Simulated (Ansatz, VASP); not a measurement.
# Two plane-wave programs on Gd

```xyz
2
Lattice="3.6919 0.0000 0.0000 -1.8460 3.1973 0.0000 0.0000 0.0000 5.9098" Properties=species:S:1:pos:R:3 pbc="T T T"
Gd    0.0000    2.1315    1.4775
Gd    1.8460    1.0658    4.4324
```

Alike in both runs: functional revPBE; k mesh 10 × 10 × 6; occupations fermi-dirac, width 0.05 eV; collinear spin.

Ansatz relaxed the structure, and its values are those at the end. VASP's run is a single point on that final structure, the one shown.

|  | VASP | Ansatz |
| --- | --- | --- |
| version | VASP 6.6.1 | Ansatz 0.2.0 |
| potentials or method | VASP PAW PBE potentials, release 64 (Gd), cutoff 520 eV | plane waves (420 eV) with PAW, scalar-relativistic |
| valence electrons in the cell | 36 | 36 |

Ansatz gave:

```
pressure (GPa)                                                : 0.0
net moment per atom (μB)                                      : 7.70
size of the moment on the site where the two differ most (μB) : 7.39
```

Question: Which values does VASP return?

Answer: Pressure (GPa): 0.0; net moment per atom (μB): 7.71; size of the moment on the site where the two differ most (μB): 7.00.

VASP's potentials were made for PBE, not for revPBE. Site moments also hang on the region over which each program counts them.

Neither program's run includes spin-orbit coupling.
